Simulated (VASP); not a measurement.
Here is a VASP 6.6.1 calculation.

File INCAR:

```
SYSTEM = ZrZn
ALGO = Normal ; EDIFF = 1E-6
ENCUT = 520 ; ISIF = 2
ISMEAR = -1 ; LASPH = .TRUE.
LCHARG = .FALSE. ; LREAL = .FALSE.
LWAVE = .FALSE. ; NBANDS = 19
NELM = 100 ; PREC = Accurate
SIGMA = 0.15
```

File KPOINTS:

```
k-points
0
G
  12 12 12
  0 0 0
```

Contents of POSCAR:

```
ZrZn
1.0
    3.2608278543      0.0000000000      0.0000000000
    0.0000000000      3.2608278543      0.0000000000
    0.0000000000      0.0000000000      3.2608278543
Zr Zn
1 1
Direct
    0.5000000000      0.5000000000      0.5000000000
    0.0000000000      0.0000000000      0.0000000000
```

Potentials or basis: VASP PAW LDA potentials, release 64 (Zr_sv, Zn).

The run is started by

```bash
$ cat potpaw_LDA.64/Zr_sv/POTCAR potpaw_LDA.64/Zn/POTCAR > POTCAR
$ mpirun -np 1 vasp_std > vasp.out
```

(1) Estimate the pressure.

(2) Predict the band gap on the k mesh.

Answers

(1) 0.4 GPa.

(2) zero (bands 12 and 13 overlap by 0.29 eV).
